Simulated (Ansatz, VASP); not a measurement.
**Two plane-wave programs on Al**

```
Al
1.0
     2.11927    0.00000    0.00000
    -1.05963    1.83534    0.00000
     0.00000    0.00000    3.42516
Al
2
Direct
  0.33333 0.66667 0.25000
  0.66667 0.33333 0.75000
```

Change from the starting cell: volume scaled by 0.4, norm-conserving files.

Alike in both runs: task single point; functional PBE; k mesh 15 × 15 × 8; occupations fermi-dirac, width 0.08 eV; no spin polarisation.

```csv
,VASP,Ansatz
version,VASP 6.6.1,Ansatz 0.2.0
potentials or method,"VASP PAW PBE potentials, release 64 (Al)","norm-conserving pseudopotentials, scalar-relativistic"
plane-wave cutoff (eV),520,544
valence electrons in the cell,6,6
```

VASP gave:

| Item | Value |
| --- | --- |
| pressure (GPa) | 448.9 |
| traceless stress, the component that is largest in VASP (GPa) | -0.40 |

Q: Which values does Ansatz return?

A: Pressure (GPa): 436.8; traceless stress, the component that is largest in VASP (GPa): -0.10.

Both programs put the cell under a high pressure, so it lies far from rest at this level. The functional is the same, so the differences come from potentials, cutoffs and numerics.

Noted on VASP's run: the cell as given lies far from equilibrium.
